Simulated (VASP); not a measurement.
# CuO (rock salt type) (Fm-3m) in VASP: further runs, part 2 of 2

VASP 6.6.1. The steps go on from the part before.

### 3 Single point, PBE

This run uses another cell than the first one, of 8.98 Å³/atom.

INCAR reads:

```
PREC = Accurate ; ENCUT = 520
EDIFF = 1E-6 ; ISMEAR = -1
SIGMA = 0.06122561905347299 ; LREAL = False
LASPH = True ; NELM = 80
ALGO = Normal ; ISIF = 2
LWAVE = False ; LCHARG = False
GGA = PE ; NBANDS = 16
```

KPOINTS reads:

```
Automatic mesh
0
Gamma
  15 15 15
```

POSCAR reads:

```
CuO
1.0
    0.0000000000      2.0785258283      2.0785258283
    2.0785258283      0.0000000000      2.0785258283
    2.0785258283      2.0785258283      0.0000000000
Cu O
1 1
Direct
    0.0000000000      0.0000000000      0.0000000000
    0.5000000000      0.5000000000      0.5000000000
```

Potentials or basis: VASP PAW PBE potentials, release 64 (Cu, O).

On the command line:

```
$ cat potpaw_PBE.64/Cu/POTCAR potpaw_PBE.64/O/POTCAR > POTCAR
$ mpirun -np 1 vasp_std > vasp.out
```

OUTCAR:

```text
PREC = Accurate
   ENCUT = 520
   EDIFF = 1E-6
   ISMEAR = -1
   LREAL = False
   LASPH = True
   NELM = 80
   ISIF = 2
   GGA = PE

 ion  position               nearest neighbor table
   1  0.000  0.000  0.000-   2 2.08   2 2.08   2 2.08   2 2.08   2 2.08   2 2.08
   2  0.500  0.500  0.500-   1 2.08   1 2.08   1 2.08   1 2.08   1 2.08   1 2.08

  LATTYP: Found a face centered cubic cell.
 ALAT       =     4.1570516566

  Lattice vectors:

 A1 = (   0.0000000000,   2.0785258283,   2.0785258283)
 A2 = (   2.0785258283,   0.0000000000,   2.0785258283)
 A3 = (   2.0785258283,   2.0785258283,   0.0000000000)

Analysis of symmetry for initial positions (statically):
=====================================================================
 Subroutine PRICEL returns:
 Original cell was already a primitive cell.

 Routine SETGRP: Setting up the symmetry group for a
 face centered cubic supercell.

 Subroutine GETGRP returns: Found 48 space group operations
 (whereof 48 operations were pure point group operations)
 out of a pool of 48 trial point group operations.

The static configuration has the point symmetry O_h .

Analysis of symmetry for dynamics (positions and initial velocities):
=====================================================================
 Subroutine PRICEL returns:
 Original cell was already a primitive cell.

 Routine SETGRP: Setting up the symmetry group for a
 face centered cubic supercell.

 Subroutine GETGRP returns: Found 48 space group operations
 (whereof 48 operations were pure point group operations)
 out of a pool of 48 trial point group operations.

The dynamic configuration has the point symmetry O_h .

 Subroutine INISYM returns: Found 48 space group operations
 (whereof 48 operations are pure point group operations),
 and found     1 'primitive' translations

----------------------------------------------------------------------------------------

                                     Primitive cell

  volume of cell :      17.9596

  direct lattice vectors                    reciprocal lattice vectors
     0.000000000  2.078525828  2.078525828    -0.240555106  0.240555106  0.240555106
     2.078525828  0.000000000  2.078525828     0.240555106 -0.240555106  0.240555106
     2.078525828  2.078525828  0.000000000     0.240555106  0.240555106 -0.240555106

  length of vectors
     2.939479416  2.939479416  2.939479416     0.416653665  0.416653665  0.416653665

  position of ions in fractional coordinates (direct lattice)
     0.000000000  0.000000000  0.000000000
     0.500000000  0.500000000  0.500000000

  ion indices of the primitive-cell ions
   primitive index   ion index
                 1           1
                 2           2

----------------------------------------------------------------------------------------

 KPOINTS: Automatic mesh

Automatic generation of k-mesh.
 Grid dimensions read from file:
 generate k-points for:   15   15   15

 Generating k-lattice:

  Cartesian coordinates                     Fractional coordinates (reciprocal lattice)
    -0.016037007  0.016037007  0.016037007     0.066666667  0.000000000  0.000000000
     0.016037007 -0.016037007  0.016037007     0.000000000  0.066666667  0.000000000
     0.016037007  0.016037007 -0.016037007     0.000000000  0.000000000  0.066666667

  Length of vectors
     0.027776911  0.027776911  0.027776911

  Shift w.r.t. Gamma in fractional coordinates (k-lattice)
     0.000000000  0.000000000  0.000000000

 Subroutine IBZKPT returns following result:
 ===========================================

 Found    120 irreducible k-points:

 Following reciprocal coordinates:
            Coordinates               Weight
  0.000000  0.000000  0.000000      1.000000
  0.066667  0.000000  0.000000      8.000000
  0.133333  0.000000  0.000000      8.000000
  0.200000  0.000000  0.000000      8.000000
  0.266667  0.000000  0.000000      8.000000
  0.333333  0.000000  0.000000      8.000000
[... 16 lines left out ...]
  0.133333  0.133333  0.000000      6.000000
  0.200000  0.133333  0.000000     24.000000
 [... further k-points ...]
   k-points           NKPTS =    120   k-points in BZ     NKDIM =    120   number of bands    NBANDS=     16
   number of dos      NEDOS =    301   number of ions     NIONS =      2
   total plane-waves  NPLWV =  13824
   dimension x,y,z NGX =    24 NGY =   24 NGZ =   24
   dimension x,y,z NGXF=    48 NGYF=   48 NGZF=   48
   ions per type =               1   1
   NGX,Y,Z   is equivalent  to a cutoff of  13.57, 13.57, 13.57 a.u.
   NGXF,Y,Z  is equivalent  to a cutoff of  27.15, 27.15, 27.15 a.u.
 SYSTEM =  unknown system
   PREC   = accura    normal or accurate (medium, high low for compatibility)
   ISTART =      0    job   : 0-new  1-cont  2-samecut
   ICHARG =      2    charge: 1-file 2-atom 10-const
   ISPIN  =      1    spin polarized calculation?
   LNONCOLLINEAR =      F non collinear calculations
   LSORBIT =      F    spin-orbit coupling
   LASPH  =      T    aspherical Exc in radial PAW
   ENCUT  =  520.0 eV  38.22 Ry    6.18 a.u.   5.47  5.47  5.47*2*pi/ulx,y,z
   NELM   =     80;   NELMIN=  2; NELMDL= -5     # of ELM steps
   EDIFF  = 0.1E-05   stopping-criterion for ELM
   LREAL  =      F    real-space projection
   EDIFFG = 0.1E-04   stopping-criterion for IOM
   NSW    =      0    number of steps for IOM
   IBRION =     -1    ionic relax: 0-MD 1-quasi-New 2-CG
   NFREE  =      0    steps in history (QN), initial steepest desc. (CG)
   ISIF   =      2    stress and relaxation
   ISYM   =      2    0-nonsym 1-usesym 2-fastsym
   POTIM  = 0.5000    time-step for ionic-motion
   TEBEG  =    0.0;   TEEND  =   0.0 temperature during run
   PSTRESS=    0.0 pullay stress
   NELECT =      17.0000    total number of electrons
   NUPDOWN=      -1.0000    fix difference up-down
   EMIN   =  10.00;   EMAX   =-10.00  energy-range for DOS
   EFERMI =   0.00;   METHOD = LEGACY
   ISMEAR =    -1;   SIGMA  =   0.06  broadening in eV -4-tet -1-fermi 0-gaus
   EFERMI_NEDOS =   21; number of points for ismear=-14 and -15
   IALGO  =     38    algorithm
   IMIX   =      4    mixing-type and parameters
     AMIX     =   0.40;   BMIX     =  1.00
     AMIX_MAG =   1.60;   BMIX_MAG =  1.00
  volume/ion in A,a.u.               =       8.98        60.60
  Fermi-wavevector in a.u.,A,eV,Ry     =   1.607406  3.037558 35.154129  2.583756
  Thomas-Fermi vector in A             =   2.703440
   LORBIT       =      0    0 simple, 1 ext, 2 COOP (PROOUT), +10 PAW based schemes
   GGA     = PE    functional components
   LHFCALC =     F    Hartree Fock is set to
   AEXX    =    0.0000 exact exchange contribution
   IVDW    =     0    specifies the selected vdW correction
   LEPSILON=     F    determine dielectric tensor
   LRPA    =     F    only Hartree local field effects (RPA)
 non-spin polarized calculation
  energy-cutoff  :      520.00
  volume of cell :       17.96
 maximum number of plane-waves:       531
 NGX is ok and might be reduce to    24
   NGX = 11   NGY = 11   NGZ = 11

 number of electron      16.9999989 magnetization

 Free energy of the ion-electron system (eV)
  ---------------------------------------------------
  ext. energy  EPLUGINS =         0.00000000
  ---------------------------------------------------
  free energy    TOTEN  =        -9.49615947 eV

  energy without entropy =       -9.48004821  energy(sigma->0) =       -9.48810384

 E-fermi :   7.0086     XC(G=0): -12.7435

 val. band max:        7.0081604108   @ k =  -0.3333   0.3333   0.0000
 cond. band min:       7.0195634082   @ k =  -0.4000   0.2667   0.0667
 fundamental gap:      0.0114029974
 Fermi energy:         7.0086478831

 k-point     1 :       0.0000    0.0000    0.0000
  band No.  band energies     occupation
      1     -13.0873      2.00000
      2       4.3385      2.00000
      3       4.3385      2.00000
      4       4.3385      2.00000
      5       4.4092      2.00000
      6       4.4092      2.00000
[... 8 lines left out ...]
     15      29.0786      0.00000
     16      29.0786      0.00000

 k-point     2 :       0.0667    0.0000    0.0000
  band No.  band energies     occupation
      1     -13.0344      2.00000
      2       3.7696      2.00000
      3       3.8747      2.00000
      4       3.8747      2.00000
      5       4.3993      2.00000
      6       4.3993      2.00000
[... 8 lines left out ...]
     15      28.7316      0.00000
     16      28.7316      0.00000
[... 387 lines left out ...]
      5       4.2060      2.00000
      6       4.6830      2.00000
[... 8 lines left out ...]
     15      30.2394      0.00000
     16      31.9157      0.00000

 k-point    24 :       0.2000    0.1333    0.0000
  band No.  band energies     occupation
      1     -12.6523      2.00000
      2       1.7133      2.00000
      3       3.2114      2.00000
      4       3.2988      2.00000
      5       4.2363      2.00000
      6       4.7165      2.00000
[... 8 lines left out ...]
     15      30.8742      0.00000
     16      32.1529      0.00000

 [... further k-points ...]
[... 5 lines left out ...]
  --------------------------------------------------------------------------------------
  -------------------------------------------------------------------------------------
  Total        1.4750238      1.4750238      1.4750238      0.0000000      0.0000000     -0.0000000
  in kB      131.5871094    131.5871094    131.5871094      0.0000000      0.0000000     -0.0000000
  external PRESSURE =     131.5871094 kB  Pullay stress =       0.0000000 kB

 VOLUME and BASIS-vectors are now :
 -----------------------------------------------------------------------------
  energy-cutoff  :      520.00
  volume of cell :       17.96
      direct lattice vectors                 reciprocal lattice vectors
     0.000000000  2.078525828  2.078525828    -0.240555106  0.240555106  0.240555106
     2.078525828  0.000000000  2.078525828     0.240555106 -0.240555106  0.240555106
     2.078525828  2.078525828  0.000000000     0.240555106  0.240555106 -0.240555106

 POSITION                                       TOTAL-FORCE (eV/Angst)
 -----------------------------------------------------------------------------------
      0.00000      0.00000      0.00000        -0.000000      0.000000     -0.000000
      2.07853      2.07853      2.07853         0.000000     -0.000000      0.000000
 -----------------------------------------------------------------------------------
    total drift:                                0.000000     -0.000000     -0.000000

  FREE ENERGIE OF THE ION-ELECTRON SYSTEM (eV)
  ---------------------------------------------------
  free  energy   TOTEN  =        -9.4961594702 eV

  energy  without entropy=       -9.4800482065  energy(sigma->0) =       -9.48810384
```

OSZICAR:

```text
N       E                     dE             d eps       ncg     rms          rms(c)
DAV:   1     0.817895626089E+02    0.81790E+02   -0.83898E+03  4392   0.165E+03
DAV:   2    -0.802120147753E+01   -0.89811E+02   -0.80601E+02  4168   0.280E+02
DAV:   3    -0.121281008085E+02   -0.41069E+01   -0.39428E+01  4800   0.606E+01
DAV:   4    -0.121656126965E+02   -0.37512E-01   -0.37503E-01  4400   0.558E+00
DAV:   5    -0.121661192392E+02   -0.50654E-03   -0.50654E-03  5152   0.680E-01    0.107E+01
DAV:   6    -0.106711414694E+02    0.14950E+01   -0.11195E+01  4648   0.994E+01    0.793E+00
DAV:   7    -0.953028353228E+01    0.11409E+01   -0.32375E+00  4976   0.758E+01    0.162E+00
DAV:   8    -0.951608619624E+01    0.14197E-01   -0.20341E-01  5568   0.543E+00    0.994E-01
DAV:   9    -0.949698464709E+01    0.19102E-01   -0.17885E-02  6368   0.486E+00    0.271E-01
DAV:  10    -0.949608674077E+01    0.89791E-03   -0.36403E-03  5896   0.162E+00    0.783E-02
DAV:  11    -0.949618473038E+01   -0.97990E-04   -0.76574E-04  5720   0.380E-01    0.424E-02
DAV:  12    -0.949616224349E+01    0.22487E-04   -0.83637E-05  5800   0.122E-01    0.121E-02
DAV:  13    -0.949615956825E+01    0.26752E-05   -0.67586E-06  5696   0.403E-02    0.171E-03
DAV:  14    -0.949615947015E+01    0.98096E-07   -0.57433E-07  2368   0.759E-03
   1 F= -.94961595E+01 E0= -.94881038E+01  d E =-.161113E-01
```

It took 40 s on 1 thread of Intel Xeon 8259CL, shared host; peak memory 0.16 GiB.

What came out:

| Item | Value |
| --- | --- |
| Free energy | -9.4962 eV |
| Pressure | 13.2 GPa |
| Band gap on the k mesh | zero (an odd number of electrons rules out a gap without spin polarisation) |

Caveat: the cell stands under pressure; an odd number of electrons without spin polarisation forces a metal; a magnetic or distorted state may lie lower; semilocal functionals often make such compounds metallic where correlation or magnetic order opens a gap, which also shifts bond lengths. With open d or f shells a metallic result of PBE can be an artefact of self-interaction; +U or a hybrid may open a gap.
